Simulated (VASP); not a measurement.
# Si2W (I4/mmm) in VASP: further runs

Si2W is run at these levels: PBE; tasks: single point.

All numbers are computed with VASP 6.6.1; they aren't measurements. Logs are shortened: lines on timing, memory, paths and dates and some standing lists are left out, and cuts for length are marked.

**1. The cell of the first run**

Symmetry: I4/mmm, No. 139, tetragonal system. The conventional cell has a = 3.221 Å, b = 3.221 Å, c = 8.859 Å, α = 90.00°, β = 90.00°, γ = 90.00°. Within 3.6 Å of Si (site symmetry 4mm) lie 5 W at 2.71 to 2.96 Å and 9 Si at 2.73 to 3.22 Å. Within 3.6 Å of W (site symmetry 4/mmm) lie 10 Si at 2.71 to 2.96 Å and 4 W at 3.22 Å.

**2. Single point, PBE (volume 15.315 Å^3 an atom, c/a of the conventional cell 2.7505)**

Input file INCAR:

```
PREC = Accurate
ENCUT = 520
EDIFF = 1E-6
ISMEAR = 0
SIGMA = 0.15
LREAL = False
LASPH = True
NELM = 80
ALGO = Normal
ISIF = 2
LWAVE = False
LCHARG = False
GGA = PE
NBANDS = 18
```

Input file KPOINTS:

```
Automatic mesh
0
Gamma
  18 18 18
```

Input file POSCAR:

```
Si2W
1.0
   -1.6103571470      1.6103571470      4.4292873328
    1.6103571470     -1.6103571470      4.4292873328
    1.6103571470      1.6103571470     -4.4292873328
Si W
2 1
Direct
    0.3345726944      0.3345726944      0.0000000000
    0.6654273056      0.6654273056      0.0000000000
    0.0000000000      0.0000000000      0.0000000000
```

Potentials or basis: VASP PAW PBE potentials, release 64 (Si, W_sv).

On the command line:

```sh
$ cat potpaw_PBE.64/Si/POTCAR potpaw_PBE.64/W_sv/POTCAR > POTCAR
$ mpirun -np 1 vasp_std > vasp.out
```

OUTCAR:

```text
PREC = Accurate
   ENCUT = 520
   EDIFF = 1E-6
   ISMEAR = 0
   LREAL = False
   LASPH = True
   NELM = 80
   ISIF = 2
   GGA = PE

 ion  position               nearest neighbor table
   1  0.335  0.335  0.000-   3 2.71   3 2.71   3 2.71   3 2.71   2 2.73   2 2.73   2 2.73   2 2.73
                             2 2.93   3 2.96
   2  0.665  0.665  0.000-   3 2.71   3 2.71   3 2.71   3 2.71   1 2.73   1 2.73   1 2.73   1 2.73
                             1 2.93   3 2.96
   3  0.000  0.000  0.000-   2 2.71   2 2.71   1 2.71   1 2.71   2 2.71   2 2.71   1 2.71   1 2.71
                             1 2.96   2 2.96

  LATTYP: Found a body centered tetragonal cell.
 ALAT       =     3.2207142940
 C/A-ratio  =     2.7505000000

  Lattice vectors:

 A1 = (  -1.6103571470,   1.6103571470,   4.4292873328)
 A2 = (   1.6103571470,  -1.6103571470,   4.4292873328)
 A3 = (   1.6103571470,   1.6103571470,  -4.4292873328)

Analysis of symmetry for initial positions (statically):
=====================================================================
 Subroutine PRICEL returns:
 Original cell was already a primitive cell.

 Routine SETGRP: Setting up the symmetry group for a
 body centered tetragonal supercell.

 Subroutine GETGRP returns: Found 16 space group operations
 (whereof 16 operations were pure point group operations)
 out of a pool of 16 trial point group operations.

The static configuration has the point symmetry D_4h.

Analysis of symmetry for dynamics (positions and initial velocities):
=====================================================================
 Subroutine PRICEL returns:
 Original cell was already a primitive cell.

 Routine SETGRP: Setting up the symmetry group for a
 body centered tetragonal supercell.

 Subroutine GETGRP returns: Found 16 space group operations
 (whereof 16 operations were pure point group operations)
 out of a pool of 16 trial point group operations.

The dynamic configuration has the point symmetry D_4h.

 Subroutine INISYM returns: Found 16 space group operations
 (whereof 16 operations are pure point group operations),
 and found     1 'primitive' translations

----------------------------------------------------------------------------------------

                                     Primitive cell

  volume of cell :      45.9450

  direct lattice vectors                    reciprocal lattice vectors
    -1.610357147  1.610357147  4.429287333     0.000000000  0.310490130  0.112884977
     1.610357147 -1.610357147  4.429287333     0.310490130  0.000000000  0.112884977
     1.610357147  1.610357147 -4.429287333     0.310490130  0.310490130  0.000000000

  length of vectors
     4.980470516  4.980470516  4.980470516     0.330374241  0.330374241  0.439099353

  position of ions in fractional coordinates (direct lattice)
     0.334572694  0.334572694  0.000000000
     0.665427306  0.665427306  0.000000000
     0.000000000  0.000000000  0.000000000

  ion indices of the primitive-cell ions
   primitive index   ion index
                 1           1
                 2           2
                 3           3

----------------------------------------------------------------------------------------

 KPOINTS: Automatic mesh

Automatic generation of k-mesh.
 Grid dimensions read from file:
 generate k-points for:   18   18   18

 Generating k-lattice:

  Cartesian coordinates                     Fractional coordinates (reciprocal lattice)
     0.000000000  0.017249452  0.006271388     0.055555556  0.000000000  0.000000000
     0.017249452  0.000000000  0.006271388     0.000000000  0.055555556  0.000000000
     0.017249452  0.017249452  0.000000000     0.000000000  0.000000000  0.055555556

  Length of vectors
     0.018354124  0.018354124  0.024394408

  Shift w.r.t. Gamma in fractional coordinates (k-lattice)
     0.000000000  0.000000000  0.000000000

 Subroutine IBZKPT returns following result:
 ===========================================

 Found    480 irreducible k-points:

 Following reciprocal coordinates:
            Coordinates               Weight
  0.000000  0.000000  0.000000      1.000000
  0.055556  0.000000 -0.000000      8.000000
  0.111111  0.000000 -0.000000      8.000000
  0.166667 -0.000000  0.000000      8.000000
  0.222222  0.000000  0.000000      8.000000
  0.277778  0.000000 -0.000000      8.000000
[... 16 lines left out ...]
 -0.277778  0.055556  0.000000     16.000000
 -0.222222  0.055556  0.000000     16.000000
 [... further k-points ...]
   k-points           NKPTS =    480   k-points in BZ     NKDIM =    480   number of bands    NBANDS=     18
   number of dos      NEDOS =    301   number of ions     NIONS =      3
   total plane-waves  NPLWV =  64000
   dimension x,y,z NGX =    40 NGY =   40 NGZ =   40
   dimension x,y,z NGXF=    80 NGYF=   80 NGZF=   80
   ions per type =               2   1
   NGX,Y,Z   is equivalent  to a cutoff of  13.35, 13.35, 13.35 a.u.
   NGXF,Y,Z  is equivalent  to a cutoff of  26.70, 26.70, 26.70 a.u.
 SYSTEM =  unknown system
   PREC   = accura    normal or accurate (medium, high low for compatibility)
   ISTART =      0    job   : 0-new  1-cont  2-samecut
   ICHARG =      2    charge: 1-file 2-atom 10-const
   ISPIN  =      1    spin polarized calculation?
   LNONCOLLINEAR =      F non collinear calculations
   LSORBIT =      F    spin-orbit coupling
   LASPH  =      T    aspherical Exc in radial PAW
   ENCUT  =  520.0 eV  38.22 Ry    6.18 a.u.   9.26  9.26  9.26*2*pi/ulx,y,z
   NELM   =     80;   NELMIN=  2; NELMDL= -5     # of ELM steps
   EDIFF  = 0.1E-05   stopping-criterion for ELM
   LREAL  =      F    real-space projection
   EDIFFG = 0.1E-04   stopping-criterion for IOM
   NSW    =      0    number of steps for IOM
   IBRION =     -1    ionic relax: 0-MD 1-quasi-New 2-CG
   NFREE  =      0    steps in history (QN), initial steepest desc. (CG)
   ISIF   =      2    stress and relaxation
   ISYM   =      2    0-nonsym 1-usesym 2-fastsym
   POTIM  = 0.5000    time-step for ionic-motion
   TEBEG  =    0.0;   TEEND  =   0.0 temperature during run
   PSTRESS=    0.0 pullay stress
   NELECT =      22.0000    total number of electrons
   NUPDOWN=      -1.0000    fix difference up-down
   EMIN   =  10.00;   EMAX   =-10.00  energy-range for DOS
   EFERMI =   0.00;   METHOD = LEGACY
   ISMEAR =     0;   SIGMA  =   0.15  broadening in eV -4-tet -1-fermi 0-gaus
   EFERMI_NEDOS =   21; number of points for ismear=-14 and -15
   IALGO  =     38    algorithm
   IMIX   =      4    mixing-type and parameters
     AMIX     =   0.40;   BMIX     =  1.00
     AMIX_MAG =   1.60;   BMIX_MAG =  1.00
  volume/ion in A,a.u.               =      15.31       103.35
  Fermi-wavevector in a.u.,A,eV,Ry     =   1.280766  2.420296 22.318458  1.640360
  Thomas-Fermi vector in A             =   2.413174
   LORBIT       =      0    0 simple, 1 ext, 2 COOP (PROOUT), +10 PAW based schemes
   GGA     = PE    functional components
   LHFCALC =     F    Hartree Fock is set to
   AEXX    =    0.0000 exact exchange contribution
   IVDW    =     0    specifies the selected vdW correction
   LEPSILON=     F    determine dielectric tensor
   LRPA    =     F    only Hartree local field effects (RPA)
 non-spin polarized calculation
 Gauss-broadening in eV      SIGMA  =   0.15
  energy-cutoff  :      520.00
  volume of cell :       45.94
 maximum number of plane-waves:      1259
 NGX is ok and might be reduce to    40
   NGX = 19   NGY = 19   NGZ = 19

 number of electron      22.0000001 magnetization

 Free energy of the ion-electron system (eV)
  ---------------------------------------------------
  ext. energy  EPLUGINS =         0.00000000
  ---------------------------------------------------
  free energy    TOTEN  =       -24.09545839 eV

  energy without entropy =      -24.08295598  energy(sigma->0) =      -24.08920719

 E-fermi :  10.2318     XC(G=0): -11.9384

 val. band max:       10.2212406171   @ k =   0.3889   0.2778   0.1111
 cond. band min:      10.2341497108   @ k =  -0.3333   0.4444   0.3333
 fundamental gap:      0.0129090937
 Fermi energy:        10.2318335777

 k-point     1 :       0.0000    0.0000    0.0000
  band No.  band energies     occupation
      1     -63.9000      2.00000
      2     -28.1574      2.00000
      3     -27.9981      2.00000
      4     -27.9981      2.00000
      5      -2.8357      2.00000
      6       3.8626      2.00000
[... 10 lines left out ...]
     17      14.7144      0.00000
     18      14.7144      0.00000

 k-point     2 :       0.0556    0.0000   -0.0000
  band No.  band energies     occupation
      1     -63.8998      2.00000
      2     -28.1568      2.00000
      3     -28.0040      2.00000
      4     -27.9976      2.00000
      5      -2.7811      2.00000
      6       3.8299      2.00000
[... 10 lines left out ...]
     17      14.7967      0.00000
     18      15.1986      0.00000

 k-point     3 :       0.1111    0.0000   -0.0000
  band No.  band energies     occupation
      1     -63.8993      2.00000
      2     -28.1551      2.00000
      3     -28.0211      2.00000
      4     -27.9960      2.00000
      5      -2.6183      2.00000
      6       3.7453      2.00000
[... 10 lines left out ...]
     17      15.1632      0.00000
     18      16.1680      0.00000

 k-point     4 :       0.1667   -0.0000    0.0000
  band No.  band energies     occupation
      1     -63.8983      2.00000
      2     -28.1525      2.00000
      3     -28.0471      2.00000
      4     -27.9937      2.00000
      5      -2.3504      2.00000
      6       3.6275      2.00000
[... 375 lines left out ...]
      4     -27.9907      2.00000
      5      -0.9919      2.00000
      6       3.0193      2.00000
[... 10 lines left out ...]
     17      16.7993      0.00000
     18      18.0986      0.00000

 k-point    23 :      -0.2778    0.0556    0.0000
  band No.  band energies     occupation
      1     -63.8958      2.00000
      2     -28.1451      2.00000
      3     -28.1118      2.00000
      4     -27.9936      2.00000
      5      -1.5282      2.00000
      6       3.4497      2.00000
[... 10 lines left out ...]
     17      16.7021      0.00000
     18      18.1914      0.00000

 k-point    24 :      -0.2222    0.0556    0.0000
  band No.  band energies     occupation
      1     -63.8970      2.00000
      2     -28.1485      2.00000
      3     -28.0783      2.00000
      4     -27.9967      2.00000
      5      -1.9785      2.00000
      6       3.7457      2.00000
[... 10 lines left out ...]
     17      16.1754      0.00000
     18      18.6101      0.00000

 [... further k-points ...]

------------------------ aborting loop because EDIFF is reached ----------------------------------------

  FORCE on cell =-STRESS in cart. coord.  units (eV):
  Direction    XX          YY          ZZ          XY          YZ          ZX
  --------------------------------------------------------------------------------------
  -------------------------------------------------------------------------------------
  Total       -2.3745349     -2.3745349    -10.7187837      0.0000000     -0.0000000      0.0000000
  in kB      -82.8039191    -82.8039191   -373.7815261      0.0000000     -0.0000000      0.0000000
  external PRESSURE =    -179.7964548 kB  Pullay stress =       0.0000000 kB

 VOLUME and BASIS-vectors are now :
 -----------------------------------------------------------------------------
  energy-cutoff  :      520.00
  volume of cell :       45.94
      direct lattice vectors                 reciprocal lattice vectors
    -1.610357147  1.610357147  4.429287333     0.000000000  0.310490130  0.112884977
     1.610357147 -1.610357147  4.429287333     0.310490130  0.000000000  0.112884977
     1.610357147  1.610357147 -4.429287333     0.310490130  0.310490130  0.000000000

 POSITION                                       TOTAL-FORCE (eV/Angst)
 -----------------------------------------------------------------------------------
      0.00000      0.00000      2.96384         0.000000      0.000000      0.523526
      0.00000      0.00000      5.89474         0.000000      0.000000     -0.523526
      0.00000      0.00000      0.00000        -0.000000     -0.000000      0.000000
 -----------------------------------------------------------------------------------
    total drift:                               -0.000000     -0.000000      0.000000

  FREE ENERGIE OF THE ION-ELECTRON SYSTEM (eV)
  ---------------------------------------------------
  free  energy   TOTEN  =       -24.0954583936 eV

  energy  without entropy=      -24.0829559816  energy(sigma->0) =      -24.08920719
```

It took 6.6 min on 1 thread of AMD EPYC 9R45 (Zen 5), shared host; peak memory 0.5 GiB.

Results:

- Free energy: -24.0955 eV
- Pressure: -18.0 GPa
- Largest force: 0.524 eV/Å
- Band gap on the k mesh: zero (band 11 reaches 11.38 eV, above the bottom of band 12 at 9.47 eV)

Forces on the atoms (eV/Å):
```
Si   0.000  0.000  0.524
Si   0.000  0.000 -0.524
W    0.000  0.000  0.000
```

Stress tensor (GPa, compression positive):
```
 -8.28   0.00   0.00
  0.00  -8.28   0.00
  0.00   0.00 -37.38
```

Caveat: spin-orbit coupling is left out, which moves the levels of the heavy elements.

[end of part 1 of 2]
